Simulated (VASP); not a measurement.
# CuO (P1) in VASP: single point with PBE

Aim: the single point of CuO with PBE.

Everything below comes from runs of VASP 6.6.1. Logs are shortened: lines on timing, memory, paths and dates and some standing lists are left out, and cuts for length are marked.

## (1) The cell of the first run

The typed cell holds 4 atoms: a = 2.949 Å, b = 2.949 Å, c = 5.151 Å, α = 90.01°, β = 90.01°, γ = 89.85°.

## (2) Single point, PBE (atom 3 (O) moved by (+0.000, -0.450) A along y and z)

Contents of INCAR:

```
PREC = Accurate
ENCUT = 520
EDIFF = 1E-6
ISMEAR = 0
SIGMA = 0.15
LREAL = F
LASPH = T
NELM = 80
ALGO = Normal
ISIF = 2
LWAVE = F
LCHARG = F
GGA = PE
NBANDS = 25
```

Contents of KPOINTS:

```
regular mesh
0
Gamma
  16 16 10
```

Contents of POSCAR:

```
CuO
1.0
    2.0814198224     -2.0824189793      0.1629652982
    2.0814198224      2.0824189793      0.1629652982
   -0.4035322497      0.0000000000      5.1352739038
Cu O
2 2
Direct
    0.0000000000      0.5000000000      0.0000000000
    0.5000000000      0.0000000000      0.5000000000
    0.4916402992      0.4914745998      0.1629066292
    0.4999171503      0.5000828497      0.7500000000
```

Potentials or basis: VASP PAW PBE potentials, release 64 (Cu, O).

The run is started by

```bash
$ cat potpaw_PBE.64/Cu/POTCAR potpaw_PBE.64/O/POTCAR > POTCAR
$ mpirun -np 1 vasp_std > vasp.out
```

OUTCAR:

```text
PREC = Accurate
   ENCUT = 520
   EDIFF = 1E-6
   ISMEAR = 0
   LREAL = F
   LASPH = T
   NELM = 80
   ISIF = 2
   GGA = PE

 ion  position               nearest neighbor table
   1  0.000  0.500  0.000-   3 1.68   3 1.72   4 1.96   4 1.96
   2  0.500  0.000  0.500-   4 1.96   4 1.96   3 2.26   3 2.29
   3  0.492  0.491  0.163-   1 1.68   1 1.72   2 2.26   2 2.29
   4  0.500  0.500  0.750-   1 1.96   2 1.96   2 1.96   1 1.96

  LATTYP: Found a base centered monoclinic cell.
 ALAT       =     4.1755795600
 B/A-ratio  =     0.9974275184
 C/A-ratio  =     1.2336262085
 COS(beta)  =    -0.0002834722

  Lattice vectors:

 A1 = (   2.0814198224,  -2.0824189793,   0.1629652982)
 A2 = (   2.0814198224,   2.0824189793,   0.1629652982)
 A3 = (  -0.4035322497,   0.0000000000,   5.1352739038)

Analysis of symmetry for initial positions (statically):
=====================================================================
 Subroutine PRICEL returns:
 Original cell was already a primitive cell.

 Routine SETGRP: Setting up the symmetry group for a
 base centered monoclinic supercell.

 Subroutine GETGRP returns: Found  1 space group operations
 (whereof  1 operations were pure point group operations)
 out of a pool of  4 trial point group operations.

The static configuration has the point symmetry C_1 .

Analysis of symmetry for dynamics (positions and initial velocities):
=====================================================================
 Subroutine PRICEL returns:
 Original cell was already a primitive cell.

 Routine SETGRP: Setting up the symmetry group for a
 base centered monoclinic supercell.

 Subroutine GETGRP returns: Found  1 space group operations
 (whereof  1 operations were pure point group operations)
 out of a pool of  4 trial point group operations.

The dynamic configuration has the point symmetry C_1 .

 Subroutine INISYM returns: Found  1 space group operations
 (whereof  1 operations are pure point group operations),
 and found     1 'primitive' translations

----------------------------------------------------------------------------------------

                                     Primitive cell

  volume of cell :      44.7904

  direct lattice vectors                    reciprocal lattice vectors
     2.081419822 -2.082418979  0.162965298     0.238751724 -0.240105380  0.018761223
[... 84 lines left out ...]
   ISPIN  =      1    spin polarized calculation?
   LNONCOLLINEAR =      F non collinear calculations
   LSORBIT =      F    spin-orbit coupling
   LASPH  =      T    aspherical Exc in radial PAW
   ENCUT  =  520.0 eV  38.22 Ry    6.18 a.u.   5.48  5.48  9.58*2*pi/ulx,y,z
   NELM   =     80;   NELMIN=  2; NELMDL= -5     # of ELM steps
   EDIFF  = 0.1E-05   stopping-criterion for ELM
   LREAL  =      F    real-space projection
   EDIFFG = 0.1E-04   stopping-criterion for IOM
   NSW    =      0    number of steps for IOM
   IBRION =     -1    ionic relax: 0-MD 1-quasi-New 2-CG
   NFREE  =      0    steps in history (QN), initial steepest desc. (CG)
   ISIF   =      2    stress and relaxation
   ISYM   =      2    0-nonsym 1-usesym 2-fastsym
   POTIM  = 0.5000    time-step for ionic-motion
   TEBEG  =    0.0;   TEEND  =   0.0 temperature during run
   PSTRESS=    0.0 pullay stress
   NELECT =      34.0000    total number of electrons
   NUPDOWN=      -1.0000    fix difference up-down
   EMIN   =  10.00;   EMAX   =-10.00  energy-range for DOS
   EFERMI =   0.00;   METHOD = LEGACY
   ISMEAR =     0;   SIGMA  =   0.15  broadening in eV -4-tet -1-fermi 0-gaus
   EFERMI_NEDOS =   21; number of points for ismear=-14 and -15
   IALGO  =     38    algorithm
   IMIX   =      4    mixing-type and parameters
     AMIX     =   0.40;   BMIX     =  1.00
     AMIX_MAG =   1.60;   BMIX_MAG =  1.00
  volume/ion in A,a.u.               =      11.20        75.57
  Fermi-wavevector in a.u.,A,eV,Ry     =   1.493388  2.822095 30.343829  2.230209
  Thomas-Fermi vector in A             =   2.605795
   LORBIT       =      0    0 simple, 1 ext, 2 COOP (PROOUT), +10 PAW based schemes
   GGA     = PE    functional components
   LHFCALC =     F    Hartree Fock is set to
   AEXX    =    0.0000 exact exchange contribution
   IVDW    =     0    specifies the selected vdW correction
   LEPSILON=     F    determine dielectric tensor
   LRPA    =     F    only Hartree local field effects (RPA)
 non-spin polarized calculation
 Gauss-broadening in eV      SIGMA  =   0.15
  energy-cutoff  :      520.00
  volume of cell :       44.79
 maximum number of plane-waves:      1236
 NGX is ok and might be reduce to    24
   NGX = 11   NGY = 11   NGZ = 19

 number of electron      34.0000022 magnetization

 Free energy of the ion-electron system (eV)
  ---------------------------------------------------
  ext. energy  EPLUGINS =         0.00000000
  ---------------------------------------------------
  free energy    TOTEN  =       -18.14237213 eV

  energy without entropy =      -18.11428540  energy(sigma->0) =      -18.12832877

 E-fermi :   4.7960     XC(G=0): -11.2287

 val. band max:        4.7959969658   @ k =   0.1875   0.0625  -0.3000
 cond. band min:       4.7964318833   @ k =   0.1875   0.0625   0.2000
 fundamental gap:      0.0004349175
 Fermi energy:         4.7960247472

 k-point     1 :       0.0000    0.0000    0.0000
  band No.  band energies     occupation
      1     -15.5406      2.00000
      2     -13.5896      2.00000
      3      -3.5224      2.00000
      4      -2.2165      2.00000
      5       0.0306      2.00000
      6       0.6590      2.00000
[... 661 lines left out ...]
     24      18.3100      0.00000
     25      19.2454      0.00000

 [... further k-points ...]
[... 5 lines left out ...]
  --------------------------------------------------------------------------------------
  -------------------------------------------------------------------------------------
  Total        4.1595732      4.2478919      5.2552511     -4.4026648     -0.8953913      0.3190368
  in kB      148.7901372    151.9493435    187.9831153   -157.4856512    -32.0286223     11.4121148
  external PRESSURE =     162.9075320 kB  Pullay stress =       0.0000000 kB

 VOLUME and BASIS-vectors are now :
 -----------------------------------------------------------------------------
  energy-cutoff  :      520.00
  volume of cell :       44.79
      direct lattice vectors                 reciprocal lattice vectors
     2.081419822 -2.082418979  0.162965298     0.238751724 -0.240105380  0.018761223
     2.081419822  2.082418979  0.162965298     0.238751724  0.240105380  0.018761223
    -0.403532250  0.000000000  5.135273904    -0.015153328  0.000000000  0.193540824

 POSITION                                       TOTAL-FORCE (eV/Angst)
 -----------------------------------------------------------------------------------
      1.04071      1.04121      0.08148        -0.234383      0.700520     -5.033765
      0.83894     -1.04121      2.64912         0.043606      0.020364     -0.986153
      1.98054     -0.00035      0.99678        -0.025235     -0.738294      7.753931
      1.77877      0.00035      4.01442         0.216012      0.017410     -1.734013
 -----------------------------------------------------------------------------------
    total drift:                               -0.000160      0.000020     -0.000074

  FREE ENERGIE OF THE ION-ELECTRON SYSTEM (eV)
  ---------------------------------------------------
  free  energy   TOTEN  =       -18.1423721336 eV

  energy  without entropy=      -18.1142854029  energy(sigma->0) =      -18.12832877
```

Wall time 8.7 min (1 thread of Intel Xeon 6975P-C (Granite Rapids), shared host); peak memory 1.1 GiB.

Results:

* Free energy: -18.1424 eV
* Pressure: 16.3 GPa
* Largest force: 7.789 eV/Å
* Band gap on the k mesh: zero (bands 17 and 18 overlap by 0.99 eV)

Forces on the atoms (eV/Å):
```
Cu  -0.234  0.701 -5.034
Cu   0.044  0.020 -0.986
O   -0.025 -0.738  7.754
O    0.216  0.017 -1.734
```

Stress tensor (GPa, compression positive):
```
 14.88 -15.75   1.14
-15.75  15.19  -3.20
  1.14  -3.20  18.80
```

Levels at points of the mesh, in eV from the Fermi level:
```
           k point  band 13  band 14  band 15  band 16  band 17  band 18  band 19  band 20  band 21  band 22
(0.00, 0.00, 0.00)    -1.99    -1.97    -1.86    -0.85     0.29     1.11     1.30     6.04     6.93    13.12
(0.50, 0.00, 0.00)    -2.25    -1.77    -1.56    -0.70     0.07     0.17     3.07     5.67     7.22    10.66
(0.00, 0.50, 0.00)    -1.95    -1.77    -1.73    -1.60     0.52     1.27     3.57     5.79     5.98    10.26
(0.50, 0.50, 0.00)    -2.14    -1.78    -1.69    -1.49    -0.86     0.77     2.14     7.10     8.04     9.87
(0.00, 0.00, 0.50)    -1.97    -1.73    -1.66    -1.37    -0.39     1.02     2.95     3.89    10.71    12.21
(0.50, 0.00, 0.50)    -2.22    -2.03    -1.69    -1.32    -0.22     0.33     3.40     6.91     7.32     8.92
(0.00, 0.50, 0.50)    -2.05    -2.04    -1.82    -1.66    -0.19     1.35     4.32     5.73     7.10     9.63
(0.50, 0.50, 0.50)    -1.83    -1.68    -1.42    -1.08    -1.03    -0.47     3.89     4.06     8.44    10.10
```

Caveat: the cell differs from its parent crystal (atom 3 (O) moved by (+0.000, -0.450) A along y and z); the cell stands under pressure; semilocal functionals often make such compounds metallic where correlation or magnetic order opens a gap, which also shifts bond lengths; forces of over 1 eV/Å act on the atoms, so gaps and moduli don't describe the material at rest.
